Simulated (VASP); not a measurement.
# TiAl (Amm2) in VASP: further runs

The runs below take TiAl through single point, with PBEsol.

Program: VASP 6.6.1. These are calculated values, not measurements. Logs are shortened: lines on timing, memory, paths and dates and some standing lists are left out, and cuts for length are marked.

### 1 The cell of the first run

The structure is orthorhombic, space group Amm2 (No. 38). Conventional cell: a = 4.678 Å, b = 2.867 Å, c = 4.966 Å, α = 90.00°, β = 90.00°, γ = 90.00°. Within 3.7 Å of Ti (site symmetry mm2) lie 6 Al at 2.84 to 2.92 Å and 6 Ti at 2.87 Å. Al (site symmetry mm2) has 6 Ti at 2.84 to 2.92 Å and 6 Al at 2.87 Å within 3.7 Å.

### 2 Single point, PBEsol (atom 1 (Ti) moved by (+0.000, -0.100) A along x and y)

File INCAR:

```
  PREC = Accurate
  ENCUT = 520
  EDIFF = 1E-6
  ISMEAR = 0
  SIGMA = 0.15
  LREAL = False
  LASPH = True
  NELM = 100
  ALGO = Fast
  ISIF = 2
  LWAVE = False
  LCHARG = False
  GGA = PS
  NBANDS = 14
```

File KPOINTS:

```
regular mesh
0
Gamma
  18 18 10
```

File POSCAR:

```
TiAl
1.0
    2.8672622327      0.0000000000      0.0000000000
   -1.4336311163      2.4831219328      0.0000000000
    0.0000000000      0.0000000000      4.6780830000
Ti Al
1 1
Direct
   -0.0201359423     -0.0402718846      0.0000000000
    0.3333333333      0.6666666667      0.5000000000
```

Potentials or basis: VASP PAW PBE potentials, release 64 (Ti_sv, Al).

On the command line:

```bash
> cat potpaw_PBE.64/Ti_sv/POTCAR potpaw_PBE.64/Al/POTCAR > POTCAR
> mpirun -np 1 vasp_std > vasp.out
```

OUTCAR:

```text
PREC = Accurate
   ENCUT = 520
   EDIFF = 1E-6
   ISMEAR = 0
   LREAL = False
   LASPH = True
   NELM = 100
   ISIF = 2
   GGA = PS

 ion  position               nearest neighbor table
   1  0.980  0.960  0.000-   2 2.84   2 2.84   2 2.84   2 2.84   2 2.92   2 2.92
   2  0.333  0.667  0.500-   1 2.84   1 2.84   1 2.84   1 2.84   1 2.92   1 2.92

  LATTYP: Found a hexagonal cell.
 ALAT       =     2.8672622327
 C/A-ratio  =     1.6315504549

  Lattice vectors:

 A1 = (   2.8672622327,   0.0000000000,   0.0000000000)
 A2 = (  -1.4336311163,   2.4831219328,   0.0000000000)
 A3 = (   0.0000000000,   0.0000000000,   4.6780830000)

Analysis of symmetry for initial positions (statically):
=====================================================================
 Subroutine PRICEL returns:
 Original cell was already a primitive cell.

 Routine SETGRP: Setting up the symmetry group for a
 hexagonal supercell.

 Subroutine GETGRP returns: Found  4 space group operations
 (whereof  4 operations were pure point group operations)
 out of a pool of 24 trial point group operations.

The static configuration has the point symmetry C_2v.

Analysis of symmetry for dynamics (positions and initial velocities):
=====================================================================
 Subroutine PRICEL returns:
 Original cell was already a primitive cell.

 Routine SETGRP: Setting up the symmetry group for a
 hexagonal supercell.

 Subroutine GETGRP returns: Found  4 space group operations
 (whereof  4 operations were pure point group operations)
 out of a pool of 24 trial point group operations.

The dynamic configuration has the point symmetry C_2v.

 Subroutine INISYM returns: Found  4 space group operations
 (whereof  4 operations are pure point group operations),
 and found     1 'primitive' translations

----------------------------------------------------------------------------------------

                                     Primitive cell

  volume of cell :      33.3068

  direct lattice vectors                    reciprocal lattice vectors
     2.867262233  0.000000000  0.000000000     0.348764751  0.201359423  0.000000000
    -1.433631116  2.483121933  0.000000000     0.000000000  0.402718846  0.000000000
     0.000000000  0.000000000  4.678083000     0.000000000  0.000000000  0.213762774

  length of vectors
     2.867262233  2.867262233  4.678083000     0.402718846  0.402718846  0.213762774

  position of ions in fractional coordinates (direct lattice)
     0.979864058  0.959728115  0.000000000
     0.333333333  0.666666667  0.500000000

  ion indices of the primitive-cell ions
   primitive index   ion index
                 1           1
                 2           2

----------------------------------------------------------------------------------------

 KPOINTS: regular mesh

Automatic generation of k-mesh.
 Grid dimensions read from file:
 generate k-points for:   18   18   10

 Generating k-lattice:

  Cartesian coordinates                     Fractional coordinates (reciprocal lattice)
     0.019375820  0.011186635  0.000000000     0.055555556  0.000000000  0.000000000
     0.000000000  0.022373269  0.000000000     0.000000000  0.055555556  0.000000000
     0.000000000  0.000000000  0.021376277     0.000000000  0.000000000  0.100000000

  Length of vectors
     0.022373269  0.022373269  0.021376277

  Shift w.r.t. Gamma in fractional coordinates (k-lattice)
     0.000000000  0.000000000  0.000000000

 Subroutine IBZKPT returns following result:
 ===========================================

 Found    546 irreducible k-points:

 Following reciprocal coordinates:
            Coordinates               Weight
  0.000000  0.000000  0.000000      1.000000
  0.055556 -0.000000  0.000000      4.000000
  0.000000  0.055556  0.000000      2.000000
  0.111111 -0.000000  0.000000      4.000000
  0.000000  0.111111  0.000000      2.000000
  0.166667 -0.000000  0.000000      4.000000
[... 16 lines left out ...]
 -0.055556  0.166667  0.000000      4.000000
 -0.166667  0.111111  0.000000      4.000000
 [... further k-points ...]
   k-points           NKPTS =    546   k-points in BZ     NKDIM =    546   number of bands    NBANDS=     14
   number of dos      NEDOS =    301   number of ions     NIONS =      2
   total plane-waves  NPLWV =  20736
   dimension x,y,z NGX =    24 NGY =   24 NGZ =   36
   dimension x,y,z NGXF=    48 NGYF=   48 NGZF=   72
   ions per type =               1   1
   NGX,Y,Z   is equivalent  to a cutoff of  13.92, 13.92, 12.79 a.u.
   NGXF,Y,Z  is equivalent  to a cutoff of  27.83, 27.83, 25.59 a.u.
 SYSTEM =  unknown system
   PREC   = accura    normal or accurate (medium, high low for compatibility)
   ISTART =      0    job   : 0-new  1-cont  2-samecut
   ICHARG =      2    charge: 1-file 2-atom 10-const
   ISPIN  =      1    spin polarized calculation?
   LNONCOLLINEAR =      F non collinear calculations
   LSORBIT =      F    spin-orbit coupling
   LASPH  =      T    aspherical Exc in radial PAW
   ENCUT  =  520.0 eV  38.22 Ry    6.18 a.u.   5.33  5.33  8.70*2*pi/ulx,y,z
   NELM   =    100;   NELMIN=  2; NELMDL= -5     # of ELM steps
   EDIFF  = 0.1E-05   stopping-criterion for ELM
   LREAL  =      F    real-space projection
   EDIFFG = 0.1E-04   stopping-criterion for IOM
   NSW    =      0    number of steps for IOM
   IBRION =     -1    ionic relax: 0-MD 1-quasi-New 2-CG
   NFREE  =      0    steps in history (QN), initial steepest desc. (CG)
   ISIF   =      2    stress and relaxation
   ISYM   =      2    0-nonsym 1-usesym 2-fastsym
   POTIM  = 0.5000    time-step for ionic-motion
   TEBEG  =    0.0;   TEEND  =   0.0 temperature during run
   PSTRESS=    0.0 pullay stress
   NELECT =      15.0000    total number of electrons
   NUPDOWN=      -1.0000    fix difference up-down
   EMIN   =  10.00;   EMAX   =-10.00  energy-range for DOS
   EFERMI =   0.00;   METHOD = LEGACY
   ISMEAR =     0;   SIGMA  =   0.15  broadening in eV -4-tet -1-fermi 0-gaus
   EFERMI_NEDOS =   21; number of points for ismear=-14 and -15
   IALGO  =     68    algorithm
   IMIX   =      4    mixing-type and parameters
     AMIX     =   0.40;   BMIX     =  1.00
     AMIX_MAG =   1.60;   BMIX_MAG =  1.00
  volume/ion in A,a.u.               =      16.65       112.38
  Fermi-wavevector in a.u.,A,eV,Ry     =   1.254857  2.371335 21.424622  1.574665
  Thomas-Fermi vector in A             =   2.388641
   LORBIT       =      0    0 simple, 1 ext, 2 COOP (PROOUT), +10 PAW based schemes
   GGA     = PS    functional components
   LHFCALC =     F    Hartree Fock is set to
   AEXX    =    0.0000 exact exchange contribution
   IVDW    =     0    specifies the selected vdW correction
   LEPSILON=     F    determine dielectric tensor
   LRPA    =     F    only Hartree local field effects (RPA)
 non-spin polarized calculation
 RMM-DIIS sequential band-by-band and
 Gauss-broadening in eV      SIGMA  =   0.15
  energy-cutoff  :      520.00
  volume of cell :       33.31
 maximum number of plane-waves:       917
 NGX is ok and might be reduce to    24
   NGX = 11   NGY = 11   NGZ = 17

 number of electron      15.0000001 magnetization

 Free energy of the ion-electron system (eV)
  ---------------------------------------------------
  ext. energy  EPLUGINS =         0.00000000
  ---------------------------------------------------
  free energy    TOTEN  =       -12.93032325 eV

  energy without entropy =      -12.90246802  energy(sigma->0) =      -12.91639564

 E-fermi :   7.7735     XC(G=0): -11.0324

 val. band max:        7.7721240611   @ k =   0.3333   0.3333   0.3000
 cond. band min:       7.7735762907   @ k =  -0.2778  -0.3889   0.4000
 fundamental gap:      0.0014522296
 Fermi energy:         7.7735194703

 k-point     1 :       0.0000    0.0000    0.0000
  band No.  band energies     occupation
      1     -48.5187      2.00000
      2     -24.9419      2.00000
      3     -24.5199      2.00000
      4     -24.5125      2.00000
      5      -1.1464      2.00000
      6       5.4695      2.00000
      7       5.9503      2.00000
      8       9.0461      0.00000
      9       9.0575      0.00000
     10      10.5117      0.00000
     11      10.5534      0.00000
     12      11.6626      0.00000
     13      20.6311      0.00000
     14      20.6892      0.00000

 k-point     2 :       0.0556   -0.0000    0.0000
  band No.  band energies     occupation
      1     -48.5158      2.00000
      2     -24.9390      2.00000
      3     -24.5334      2.00000
      4     -24.5212      2.00000
      5      -1.0695      2.00000
      6       5.5540      2.00000
      7       5.9590      2.00000
      8       8.9797      0.00000
      9       9.1121      0.00000
     10      10.5095      0.00000
     11      10.5518      0.00000
     12      11.6812      0.00000
     13      19.3335      0.00000
     14      19.8923      0.00000

 k-point     3 :       0.0000    0.0556    0.0000
  band No.  band energies     occupation
      1     -48.5158      2.00000
      2     -24.9391      2.00000
      3     -24.5380      2.00000
      4     -24.5166      2.00000
      5      -1.0697      2.00000
      6       5.5541      2.00000
      7       5.9616      2.00000
      8       8.9715      0.00000
      9       9.1203      0.00000
     10      10.4904      0.00000
     11      10.5672      0.00000
     12      11.6789      0.00000
     13      19.3656      0.00000
     14      19.8682      0.00000

 k-point     4 :       0.1111   -0.0000    0.0000
  band No.  band energies     occupation
      1     -48.5074      2.00000
      2     -24.9308      2.00000
      3     -24.5847      2.00000
      4     -24.5337      2.00000
      5      -0.8401      2.00000
      6       5.7971      2.00000
      7       5.9839      2.00000
      8       8.7750      0.00000
      9       9.2971      0.00000
     10      10.4564      0.00000
     11      10.5995      0.00000
     12      11.7340      0.00000
     13      17.4855      0.00000
     14      18.9725      0.00000

 k-point     5 :       0.0000    0.1111    0.0000
  band No.  band energies     occupation
      1     -48.5074      2.00000
      2     -24.9308      2.00000
      3     -24.5899      2.00000
      4     -24.5283      2.00000
      5      -0.8406      2.00000
      6       5.7972      2.00000
      7       5.9940      2.00000
      8       8.7671      0.00000
      9       9.3051      0.00000
     10      10.4296      0.00000
     11      10.6115      0.00000
[... 276 lines left out ...]
 k-point    22 :       0.1111    0.0556    0.0000
  band No.  band energies     occupation
      1     -48.4996      2.00000
      2     -24.9231      2.00000
      3     -24.6338      2.00000
      4     -24.5441      2.00000
      5      -0.6128      2.00000
      6       6.0148      2.00000
      7       6.0260      2.00000
      8       8.5826      0.00000
      9       9.4878      0.00000
     10      10.3677      0.00000
     11      10.6797      0.00000
     12      11.7750      0.00000
     13      16.5788      0.00000
     14      17.6895      0.00000

 k-point    23 :      -0.0556    0.1667    0.0000
  band No.  band energies     occupation
      1     -48.4996      2.00000
      2     -24.9231      2.00000
      3     -24.6362      2.00000
      4     -24.5417      2.00000
      5      -0.6133      2.00000
      6       6.0224      2.00000
      7       6.0257      2.00000
      8       8.5805      0.00000
      9       9.4907      0.00000
     10      10.3586      0.00000
     11      10.6775      0.00000
     12      11.7653      0.00000
     13      16.6305      0.00000
     14      17.6453      0.00000

 k-point    24 :      -0.1667    0.1111    0.0000
  band No.  band energies     occupation
      1     -48.4996      2.00000
      2     -24.9230      2.00000
      3     -24.6301      2.00000
      4     -24.5480      2.00000
      5      -0.6123      2.00000
      6       6.0028      2.00000
      7       6.0249      2.00000
      8       8.5911      0.00000
      9       9.4807      0.00000
     10      10.3960      0.00000
     11      10.6689      0.00000
     12      11.7868      0.00000
     13      16.5857      0.00000
     14      17.6384      0.00000

 [... further k-points ...]

------------------------ aborting loop because EDIFF is reached ----------------------------------------

  FORCE on cell =-STRESS in cart. coord.  units (eV):
  Direction    XX          YY          ZZ          XY          YZ          ZX
  --------------------------------------------------------------------------------------
  -------------------------------------------------------------------------------------
  Total       -0.1997178     -0.8039573     -0.7233185     -0.0000000      0.0000000      0.0000000
  in kB       -9.6071382    -38.6732064    -34.7941922     -0.0000000      0.0000000      0.0000000
  external PRESSURE =     -27.6915123 kB  Pullay stress =       0.0000000 kB

 VOLUME and BASIS-vectors are now :
 -----------------------------------------------------------------------------
  energy-cutoff  :      520.00
  volume of cell :       33.31
      direct lattice vectors                 reciprocal lattice vectors
     2.867262233  0.000000000  0.000000000     0.348764751  0.201359423  0.000000000
    -1.433631116  2.483121933  0.000000000     0.000000000  0.402718846  0.000000000
     0.000000000  0.000000000  4.678083000     0.000000000  0.000000000  0.213762774

 POSITION                                       TOTAL-FORCE (eV/Angst)
 -----------------------------------------------------------------------------------
      1.43363      2.38312      0.00000         0.000000      0.170639      0.000000
     -0.00000      1.65541      2.33904        -0.000000     -0.170639      0.000000
 -----------------------------------------------------------------------------------
    total drift:                                0.000000      0.000022      0.000000

  FREE ENERGIE OF THE ION-ELECTRON SYSTEM (eV)
  ---------------------------------------------------
  free  energy   TOTEN  =       -12.9303232520 eV

  energy  without entropy=      -12.9024680190  energy(sigma->0) =      -12.91639564
```

It took 5.1 min on 1 thread of AMD EPYC 9R45 (Zen 5), shared host; peak memory 0.34 GiB.

Results:

- Free energy: -12.9303 eV
- Pressure: -2.8 GPa
- Largest force: 0.171 eV/Å
- Band gap on the k mesh: zero (an odd number of electrons rules out a gap without spin polarisation)

Forces in eV/Å, atoms in the order of the input:
```
Ti   0.000  0.171  0.000
Al   0.000 -0.171  0.000
```

Levels at points of the mesh, in eV from the Fermi level:
```tsv
k point	band 5	band 6	band 7	band 8	band 9	band 10	band 11	band 12
(0.00, 0.00, 0.00)	-8.92	-2.30	-1.82	1.27	1.28	2.74	2.78	3.89
(0.50, 0.00, 0.00)	-3.69	-2.80	-1.56	-0.99	2.10	3.96	4.05	4.21
(0.00, 0.50, 0.00)	-3.70	-2.83	-1.46	-0.98	2.08	3.96	3.99	4.12
(0.00, 0.00, 0.50)	-8.02	-5.27	-0.44	1.29	1.30	2.67	2.70	6.77
(0.50, 0.00, 0.50)	-3.65	-2.42	-1.80	0.50	0.94	1.90	2.96	3.96
(0.00, 0.50, 0.50)	-3.63	-2.35	-1.88	0.60	0.96	1.88	2.86	3.96
```

Caveat: the cell differs from its parent crystal (atom 1 (Ti) moved by (+0.000, -0.100) A along x and y); the PAW data sets were made with another functional, which shifts forces and pressure a little.

### 3 Single point, PBEsol (atom 1 (Ti) moved by (+0.000, +0.100) A along x and y)

File INCAR:

```
ALGO = Fast
EDIFF = 1E-6
ENCUT = 520
GGA = PS
ISIF = 2
ISMEAR = 0
LASPH = T
LCHARG = T
LELF = T
LREAL = F
LVHAR = T
LWAVE = F
NBANDS = 14
NELM = 60
PREC = Accurate
SIGMA = 0.15
```

File KPOINTS:

```
k-points
0
Gamma
  18 18 10
```

Changes to POSCAR since step 2:

```diff
@@ -8,3 +8,3 @@
 Direct
-   -0.0201359423     -0.0402718846      0.0000000000
+    0.0201359423      0.0402718846      0.0000000000
     0.3333333333      0.6666666667      0.5000000000
```

Potentials or basis: VASP PAW PBE potentials, release 64 (Ti_sv, Al).

On the command line:

```bash
> cat potpaw_PBE.64/Ti_sv/POTCAR potpaw_PBE.64/Al/POTCAR > POTCAR
> mpirun -np 1 vasp_std > vasp.out
```

It took 5.6 min on 1 thread of AMD EPYC 9R45 (Zen 5), shared host; peak memory 0.34 GiB.

Results (log left out):

```
Free energy            : -12.9287 eV
Pressure               : -2.7 GPa
Largest force          : 0.218 eV/Å
Band gap on the k mesh : zero (an odd number of electrons rules out a gap without spin polarisation)
```

Forces in eV/Å, atoms in the order of the input:
```
Ti   0.000 -0.218  0.000
Al   0.000  0.218  0.000
```

Stress tensor (GPa, compression positive):
```
-3.76  0.00  0.00
 0.00 -1.03  0.00
 0.00  0.00 -3.40
```

Levels at points of the mesh, in eV from the Fermi level:
```
           k point  band 5  band 6  band 7  band 8  band 9  band 10  band 11  band 12
(0.00, 0.00, 0.00)   -8.92   -2.30   -1.82    1.27    1.28     2.74     2.78     3.89
(0.50, 0.00, 0.00)   -3.70   -2.82   -1.50   -0.98    2.08     3.96     4.07     4.09
(0.00, 0.50, 0.00)   -3.69   -2.79   -1.59   -1.00    2.10     3.96     4.03     4.28
(0.00, 0.00, 0.50)   -8.02   -5.27   -0.44    1.29    1.30     2.67     2.70     6.77
(0.50, 0.00, 0.50)   -3.64   -2.37   -1.85    0.56    0.95     1.89     2.90     3.96
(0.00, 0.50, 0.50)   -3.65   -2.43   -1.77    0.47    0.94     1.91     2.98     3.96
```

Caveat: the cell differs from its parent crystal (atom 1 (Ti) moved by (+0.000, +0.100) A along x and y); the PAW data sets were made with another functional, which shifts forces and pressure a little.
